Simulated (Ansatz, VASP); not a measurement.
## One calculation of SiB6, two programs

```
CELL_PARAMETERS angstrom
2.29965 1.32770 3.69134
-2.29965 1.32770 3.69134
0.00000 -2.65541 3.69134
ATOMIC_POSITIONS crystal
Si 0.67861 0.67861 0.67861
B 0.85657 0.85657 0.85657
B 0.11523 0.74931 0.11523
B 0.11523 0.11523 0.74931
B 0.74931 0.11523 0.11523
B 0.49922 0.49922 0.49922
B 0.35118 0.35118 0.35118
```

Alike in both runs: functional PBE; k mesh 12 × 12 × 12; occupations gaussian, width 0.1 eV; no spin polarisation.

Ansatz relaxed the structure, and its values are those at the end. VASP's run is a single point on that final structure, the one shown.

|  | VASP | Ansatz |
| --- | --- | --- |
| version | VASP 6.6.1 | Ansatz 0.2.0 |
| potentials or method | VASP PAW PBE potentials, release 64 (Si, B), cutoff 520 eV | scalar-relativistic, plane waves, PAW |
| valence electrons in the cell | 22 | 22 |

```csv
,VASP,Ansatz,Ansatz less VASP
gap on the k mesh at the Fermi level (eV),none,none,-
pressure (GPa),0.0,0.0,+0.01
rms of the force components (eV/Å),0.009,0.001,-0.0074
```

A gap of «none» marks a metal or a gap that the smearing closes.
